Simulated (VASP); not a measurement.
**V3F: single point with r2SCAN**

Crystal: V3F.

```
F V
1.0
     2.63915    4.57115    0.00000
    -2.63915    4.57115    0.00000
     0.00000   -3.04743    4.87326
F V
2 6
Direct
  0.00000 0.00000 0.00000
  0.50000 0.50000 0.50000
  0.59000 0.91000 0.75000
  0.25000 0.59000 0.75000
  0.91000 0.25000 0.75000
  0.41000 0.09000 0.25000
  0.75000 0.41000 0.25000
  0.09000 0.75000 0.25000
```

```yaml
Program: VASP 6.6.1
Task: single point
Functional: r2SCAN
Potentials_or_basis: VASP PAW PBE potentials, release 64 (F, V_sv)
Cutoff: 520 eV
k_mesh: 4 × 4 × 4
Occupations: gaussian, width 0.0143 eV
Spin: no spin polarisation
Dipole_correction: no
Further_INCAR_settings: ALGO = Normal; EDIFF = 1e-07; NBANDS = 56
```

- Pressure: -21.5 GPa
- Largest force: 0.730 eV/Å
- Band gap on the k mesh: zero (bands 46 and 47 overlap by 0.10 eV)

Forces in eV/Å, atoms in the order of the input:
```
F    0.000  0.000  0.000
F    0.000  0.000  0.000
V   -0.730  0.000  0.000
V    0.365 -0.632  0.000
V    0.365  0.632  0.000
V    0.730  0.000  0.000
V   -0.365  0.632  0.000
V   -0.365 -0.632  0.000
```

Stress tensor (GPa, compression positive):
```
-22.37   0.00   0.00
  0.00 -22.37   0.00
  0.00   0.00 -19.80
```

Levels at points of the mesh, in eV from the Fermi level:
```tsv
k point	band 44	band 45	band 46	band 47	band 48	band 49
(0.00, 0.00, 0.00)	-0.58	-0.49	-0.49	-0.05	-0.05	0.35
(0.50, 0.00, 0.00)	-0.18	-0.07	-0.07	0.20	0.20	0.34
(0.50, 0.50, 0.00)	-0.32	-0.10	-0.03	-0.02	0.07	0.39
(0.00, 0.00, 0.50)	-0.48	-0.48	-0.48	0.33	0.33	0.33
```

It took 6 min on 1 thread of Intel(R) Xeon(R) 6975P-C (Granite Rapids) (shared host), peak memory 0.3 GiB.

Caveat: the k points lie up to 0.36 Å⁻¹ apart; the PAW data sets were made with another functional, which shifts forces and pressure a little; the run has no spin polarisation, though such a crystal can be magnetic. With open d or f shells a metallic result of r2SCAN can be an artefact of self-interaction; +U or a hybrid may open a gap.
